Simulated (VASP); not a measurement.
Input of a VASP 6.6.1 run:

INCAR

```
SYSTEM = Ga
  PREC = Accurate
  ENCUT = 520
  EDIFF = 1E-8
  ISMEAR = -1
  SIGMA = 0.03
  LREAL = .False.
  LASPH = .True.
  NELM = 80
  ALGO = Normal
  ISIF = 2
  LWAVE = .False.
  LCHARG = .False.
  GGA = PS
  LEFG = .True.
  NBANDS = 12
```

Contents of KPOINTS:

```
Automatic mesh
0
Gamma
  16 16 16
  0 0 0
```

The input POSCAR:

```
Ga
1.0
   -1.4224758030      1.4224758030      2.2583323111
    1.4224758030     -1.4224758030      2.2583323111
    1.4224758030      1.4224758030     -2.2583323111
Ga
1
Direct
    0.0000000000      0.0000000000      0.0000000000
```

Potentials or basis: VASP PAW PBE potentials, release 64 (Ga_d).

Launch:

```sh
$ cat potpaw_PBE.64/Ga_d/POTCAR > POTCAR
$ mpirun -np 1 vasp_std > vasp.out
```

Q: What does it give for the pressure?

A: -1.6 GPa.

Stress tensor (GPa, compression positive):
```
-1.46  0.00  0.00
 0.00 -1.46  0.00
 0.00  0.00 -1.98
```

Caveat: without QUAD_EFG the Cq values of the log hold for a quadrupole moment of 1 mb, not for the nuclei; the PAW data sets were made with another functional, which shifts forces and pressure a little.
